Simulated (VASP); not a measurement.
# Te2Mo in VASP: single point with r2SCAN

Aim: the single point of Te2Mo with r2SCAN.

All numbers are computed with VASP 6.6.1; they aren't measurements. Logs are shortened: lines on timing, memory, paths and dates and some standing lists are left out, and cuts for length are marked.

### 1 The cell of the first run

The cell holds a slab with vacuum, 3 atoms: a = 3.561 Å, b = 3.561 Å, c = 17.524 Å, α = 90.00°, β = 90.00°, γ = 120.00°.

### 2 Single point, r2SCAN

The input, POSCAR:

```
Te2Mo
1.0
    3.5612561764      0.0000000000      0.0000000000
   -1.7806280882      3.0841383181      0.0000000000
    0.0000000000      0.0000000000     17.5238001931
Te Mo
2 1
Direct
    0.3333333333      0.6666666667      0.8979077081
    0.3333333333      0.6666666667      0.1020922919
    0.0000000000      0.0000000000      0.0000000000
```

The input, INCAR.step1:

```
SYSTEM = Te2Mo
ALGO = Normal
EDIFF = 1E-4
ENCUT = 520
GGA = PE
ISMEAR = 0
LASPH = .TRUE.
LCHARG = .FALSE.
LREAL = .FALSE.
LWAVE = .TRUE.
NBANDS = 20
NELM = 60
PREC = Accurate
SIGMA = 0.05
```

The input, INCAR.step2:

```
SYSTEM = Te2Mo
ALGO = Normal
EDIFF = 1E-6
ENCUT = 520
ISIF = 2
ISMEAR = 0
ISTART = 1
LASPH = .TRUE.
LCHARG = .FALSE.
LMIXTAU = .TRUE.
LREAL = .FALSE.
LWAVE = .FALSE.
METAGGA = R2SCAN
NBANDS = 20
NELM = 60
PREC = Accurate
SIGMA = 0.05
```

The input, KPOINTS:

```
k-points
0
G
  12 12 2
  0 0 0
```

Potentials or basis: VASP PAW PBE potentials, release 64 (Te, Mo_sv).

On the command line:

```
> cat potpaw_PBE.64/Te/POTCAR potpaw_PBE.64/Mo_sv/POTCAR > POTCAR
> cp INCAR.step1 INCAR
> mpirun -np 1 vasp_std > vasp.out
> cp INCAR.step2 INCAR
> mpirun -np 1 vasp_std > vasp.out
```

OUTCAR:

```text
SYSTEM = Te2Mo
   EDIFF = 1E-6
   ENCUT = 520
   ISIF = 2
   ISMEAR = 0
   ISTART = 1
   LASPH = .TRUE.
   LREAL = .FALSE.
   METAGGA = R2SCAN
   NELM = 60
   PREC = Accurate

 ion  position               nearest neighbor table
   1  0.333  0.667  0.898-   3 2.73   3 2.73   3 2.73   2 3.58
   2  0.333  0.667  0.102-   3 2.73   3 2.73   3 2.73   1 3.58
   3  0.000  0.000  0.000-   1 2.73   2 2.73   1 2.73   2 2.73   1 2.73   2 2.73

  LATTYP: Found a hexagonal cell.
 ALAT       =     3.5612561764
 C/A-ratio  =     4.9206794808

  Lattice vectors:

 A1 = (   3.5612561764,   0.0000000000,   0.0000000000)
 A2 = (  -1.7806280882,   3.0841383181,   0.0000000000)
 A3 = (   0.0000000000,   0.0000000000,  17.5238001931)

Analysis of symmetry for initial positions (statically):
=====================================================================
 Subroutine PRICEL returns:
 Original cell was already a primitive cell.

 Routine SETGRP: Setting up the symmetry group for a
 hexagonal supercell.

 Subroutine GETGRP returns: Found 12 space group operations
 (whereof 12 operations were pure point group operations)
 out of a pool of 24 trial point group operations.

The static configuration has the point symmetry D_3h.

Analysis of symmetry for dynamics (positions and initial velocities):
=====================================================================
 Subroutine PRICEL returns:
 Original cell was already a primitive cell.

 Routine SETGRP: Setting up the symmetry group for a
 hexagonal supercell.

 Subroutine GETGRP returns: Found 12 space group operations
 (whereof 12 operations were pure point group operations)
 out of a pool of 24 trial point group operations.

The dynamic configuration has the point symmetry D_3h.

 Subroutine INISYM returns: Found 12 space group operations
 (whereof 12 operations are pure point group operations),
 and found     1 'primitive' translations

----------------------------------------------------------------------------------------

                                     Primitive cell

  volume of cell :     192.4710

  direct lattice vectors                    reciprocal lattice vectors
     3.561256176  0.000000000  0.000000000     0.280799794  0.162119837  0.000000000
    -1.780628088  3.084138318  0.000000000     0.000000000  0.324239673  0.000000000
     0.000000000  0.000000000 17.523800193     0.000000000  0.000000000  0.057065248

  length of vectors
     3.561256176  3.561256176 17.523800193     0.324239673  0.324239673  0.057065248

  position of ions in fractional coordinates (direct lattice)
     0.333333333  0.666666667  0.897907708
     0.333333333  0.666666667  0.102092292
     0.000000000  0.000000000  0.000000000

  ion indices of the primitive-cell ions
   primitive index   ion index
                 1           1
                 2           2
                 3           3

----------------------------------------------------------------------------------------

 KPOINTS: k-points

Automatic generation of k-mesh.
 Grid dimensions read from file:
 generate k-points for:   12   12    2

 Generating k-lattice:

  Cartesian coordinates                     Fractional coordinates (reciprocal lattice)
     0.023399983  0.013509986  0.000000000     0.083333333  0.000000000  0.000000000
     0.000000000  0.027019973  0.000000000     0.000000000  0.083333333  0.000000000
     0.000000000  0.000000000  0.028532624     0.000000000  0.000000000  0.500000000

  Length of vectors
     0.027019973  0.027019973  0.028532624

  Shift w.r.t. Gamma in fractional coordinates (k-lattice)
     0.000000000  0.000000000  0.000000000

 Subroutine IBZKPT returns following result:
 ===========================================

 Found     38 irreducible k-points:

 Following reciprocal coordinates:
            Coordinates               Weight
  0.000000  0.000000  0.000000      1.000000
  0.083333 -0.000000  0.000000      6.000000
  0.166667  0.000000  0.000000      6.000000
  0.250000  0.000000  0.000000      6.000000
  0.333333  0.000000  0.000000      6.000000
  0.416667 -0.000000  0.000000      6.000000
[... 16 lines left out ...]
  0.250000  0.000000  0.500000      6.000000
  0.333333  0.000000  0.500000      6.000000
 [... further k-points ...]
   k-points           NKPTS =     38   k-points in BZ     NKDIM =     38   number of bands    NBANDS=     20
   number of dos      NEDOS =    301   number of ions     NIONS =      3
   total plane-waves  NPLWV = 109760
   dimension x,y,z NGX =    28 NGY =   28 NGZ =  140
   dimension x,y,z NGXF=    56 NGYF=   56 NGZF=  280
   ions per type =               2   1
   NGX,Y,Z   is equivalent  to a cutoff of  13.07, 13.07, 13.28 a.u.
   NGXF,Y,Z  is equivalent  to a cutoff of  26.14, 26.14, 26.56 a.u.
 SYSTEM =  Te2Mo
   PREC   = accura    normal or accurate (medium, high low for compatibility)
   ISTART =      1    job   : 0-new  1-cont  2-samecut
   ICHARG =      0    charge: 1-file 2-atom 10-const
   ISPIN  =      1    spin polarized calculation?
   LNONCOLLINEAR =      F non collinear calculations
   LSORBIT =      F    spin-orbit coupling
   LASPH  =      T    aspherical Exc in radial PAW
   ENCUT  =  520.0 eV  38.22 Ry    6.18 a.u.   6.62  6.62 32.58*2*pi/ulx,y,z
   NELM   =     60;   NELMIN=  2; NELMDL=  0     # of ELM steps
   EDIFF  = 0.1E-05   stopping-criterion for ELM
   LREAL  =      F    real-space projection
   EDIFFG = 0.1E-04   stopping-criterion for IOM
   NSW    =      0    number of steps for IOM
   IBRION =     -1    ionic relax: 0-MD 1-quasi-New 2-CG
   NFREE  =      0    steps in history (QN), initial steepest desc. (CG)
   ISIF   =      2    stress and relaxation
   ISYM   =      2    0-nonsym 1-usesym 2-fastsym
   POTIM  = 0.5000    time-step for ionic-motion
   TEBEG  =    0.0;   TEEND  =   0.0 temperature during run
   PSTRESS=    0.0 pullay stress
   NELECT =      26.0000    total number of electrons
   NUPDOWN=      -1.0000    fix difference up-down
   EMIN   =  10.00;   EMAX   =-10.00  energy-range for DOS
   EFERMI =   0.00;   METHOD = LEGACY
   ISMEAR =     0;   SIGMA  =   0.05  broadening in eV -4-tet -1-fermi 0-gaus
   EFERMI_NEDOS =   21; number of points for ismear=-14 and -15
   IALGO  =     38    algorithm
   IMIX   =      4    mixing-type and parameters
     AMIX     =   0.40;   BMIX     =  1.00
     AMIX_MAG =   1.60;   BMIX_MAG =  1.00
  volume/ion in A,a.u.               =      64.16       432.95
  Fermi-wavevector in a.u.,A,eV,Ry     =   0.839997  1.587363  9.600192  0.705594
  Thomas-Fermi vector in A             =   1.954306
   LORBIT       =      0    0 simple, 1 ext, 2 COOP (PROOUT), +10 PAW based schemes
   METAGGA = R2SCAN    functional components
   LHFCALC =     F    Hartree Fock is set to
   AEXX    =    0.0000 exact exchange contribution
   IVDW    =     0    specifies the selected vdW correction
   LEPSILON=     F    determine dielectric tensor
   LRPA    =     F    only Hartree local field effects (RPA)
 non-spin polarized calculation
 Gauss-broadening in eV      SIGMA  =   0.05
  energy-cutoff  :      520.00
  volume of cell :      192.47
 maximum number of plane-waves:      5262
 NGX is ok and might be reduce to    28
   NGX = 13   NGY = 13   NGZ = 65

 number of electron      26.0000000 magnetization

 Free energy of the ion-electron system (eV)
  ---------------------------------------------------
  ext. energy  EPLUGINS =         0.00000000
  ---------------------------------------------------
  free energy    TOTEN  =       -77.77109212 eV

  energy without entropy =      -77.77109212  energy(sigma->0) =      -77.77109212

 E-fermi :   0.3171     XC(G=0):  -4.7785

 val. band max:       -0.0215386427   @ k =   0.3333   0.3333   0.5000
 cond. band min:       1.1011748427   @ k =   0.3333   0.3333   0.0000
 fundamental gap:      1.1227134854
 Fermi energy:         0.3171367470

 k-point     1 :       0.0000    0.0000    0.0000
  band No.  band energies     occupation
      1     -62.6594      2.00000
      2     -36.0789      2.00000
      3     -35.9899      2.00000
      4     -35.9899      2.00000
      5     -13.1261      2.00000
      6     -12.0643      2.00000
[... 12 lines left out ...]
     19       5.2580      0.00000
     20       5.9569      0.00000

 k-point     2 :       0.0833   -0.0000    0.0000
  band No.  band energies     occupation
      1     -62.6588      2.00000
      2     -36.0770      2.00000
      3     -35.9984      2.00000
      4     -35.9919      2.00000
      5     -13.0276      2.00000
      6     -11.9974      2.00000
[... 12 lines left out ...]
     19       5.3729      0.00000
     20       6.1238      0.00000

 k-point     3 :       0.1667    0.0000    0.0000
  band No.  band energies     occupation
      1     -62.6571      2.00000
      2     -36.0718      2.00000
      3     -36.0215      2.00000
      4     -35.9973      2.00000
      5     -12.7416      2.00000
      6     -11.8036      2.00000
[... 12 lines left out ...]
     19       5.7057      0.00000
     20       6.4286      0.00000

 k-point     4 :       0.2500    0.0000    0.0000
  band No.  band energies     occupation
      1     -62.6547      2.00000
      2     -36.0646      2.00000
      3     -36.0528      2.00000
      4     -36.0046      2.00000
      5     -12.3009      2.00000
      6     -11.5075      2.00000
[... 12 lines left out ...]
     19       6.2161      0.00000
     20       6.8037      0.00000

 k-point     5 :       0.3333    0.0000    0.0000
  band No.  band energies     occupation
      1     -62.6523      2.00000
      2     -36.0839      2.00000
      3     -36.0574      2.00000
      4     -36.0119      2.00000
      5     -11.7749      2.00000
      6     -11.1613      2.00000
[... 12 lines left out ...]
     19       6.3168      0.00000
     20       6.6176      0.00000
[... 353 lines left out ...]
      6     -11.9974      2.00000
[... 12 lines left out ...]
     19       5.0633      0.00000
     20       6.5259      0.00000

 k-point    22 :       0.1667    0.0000    0.5000
  band No.  band energies     occupation
      1     -62.6571      2.00000
      2     -36.0718      2.00000
      3     -36.0215      2.00000
      4     -35.9973      2.00000
      5     -12.7416      2.00000
      6     -11.8036      2.00000
[... 12 lines left out ...]
     19       5.3753      0.00000
     20       6.8425      0.00000

 k-point    23 :       0.2500    0.0000    0.5000
  band No.  band energies     occupation
      1     -62.6547      2.00000
      2     -36.0646      2.00000
      3     -36.0528      2.00000
      4     -36.0046      2.00000
      5     -12.3009      2.00000
      6     -11.5075      2.00000
[... 12 lines left out ...]
     19       5.9053      0.00000
     20       7.2478      0.00000

 k-point    24 :       0.3333    0.0000    0.5000
  band No.  band energies     occupation
      1     -62.6523      2.00000
      2     -36.0839      2.00000
      3     -36.0574      2.00000
      4     -36.0119      2.00000
      5     -11.7749      2.00000
      6     -11.1613      2.00000
[... 12 lines left out ...]
     19       6.3899      0.00000
     20       6.5037      0.00000

 [... further k-points ...]
[... 5 lines left out ...]
  --------------------------------------------------------------------------------------
  -------------------------------------------------------------------------------------
  Total        0.0458743      0.0458743      0.0861462      0.0000000      0.0000000     -0.0000000
  in kB        0.3818691      0.3818691      0.7171027      0.0000000      0.0000000     -0.0000000
  external PRESSURE =       0.4936136 kB  Pullay stress =       0.0000000 kB

 VOLUME and BASIS-vectors are now :
 -----------------------------------------------------------------------------
  energy-cutoff  :      520.00
  volume of cell :      192.47
      direct lattice vectors                 reciprocal lattice vectors
     3.561256176  0.000000000  0.000000000     0.280799794  0.162119837  0.000000000
    -1.780628088  3.084138318  0.000000000     0.000000000  0.324239673  0.000000000
     0.000000000  0.000000000 17.523800193     0.000000000  0.000000000  0.057065248

 POSITION                                       TOTAL-FORCE (eV/Angst)
 -----------------------------------------------------------------------------------
     -0.00000      2.05609     15.73476        -0.000000     -0.000000     -0.027330
     -0.00000      2.05609      1.78904         0.000000     -0.000000      0.027330
      0.00000      0.00000      0.00000        -0.000000      0.000000      0.000000
 -----------------------------------------------------------------------------------
    total drift:                                0.000001     -0.000000     -0.000000

  FREE ENERGIE OF THE ION-ELECTRON SYSTEM (eV)
  ---------------------------------------------------
  free  energy   TOTEN  =       -77.7710921151 eV

  energy  without entropy=      -77.7710921151  energy(sigma->0) =      -77.77109212
```

It took 14 min on 1 thread of Intel Xeon 6975P-C, shared host; peak memory 0.46 GiB.

Results:

| Item | Value |
| --- | --- |
| Free energy | -77.7711 eV |
| Largest force | 0.027 eV/Å |
| Band gap on the k mesh | 1.12 eV, direct |

Forces in eV/Å, atoms in the order of the input:
```
Te   0.000  0.000 -0.027
Te   0.000  0.000  0.027
Mo   0.000  0.000  0.000
```

Levels at points of the mesh, in eV from the valence-band top:
```
           k point  band 9  band 10  band 11  band 12  band 13  band 14  band 15  band 16  band 17  band 18
(0.00, 0.00, 0.00)   -1.83    -1.75    -1.02    -1.02    -0.40     3.17     3.17     3.48     3.48     4.74
(0.50, 0.00, 0.00)   -3.51    -2.49    -1.70    -0.75    -0.47     1.46     1.85     3.55     3.86     4.30
(0.00, 0.00, 0.50)   -1.83    -1.75    -1.02    -1.02    -0.40     3.17     3.17     3.48     3.48     4.93
(0.50, 0.00, 0.50)   -3.51    -2.49    -1.70    -0.75    -0.47     1.46     1.85     3.55     3.86     4.30
```

Caveat: the PAW data sets were made with another functional, which shifts forces and pressure a little; spin-orbit coupling is left out, which moves the levels of the heavy elements.
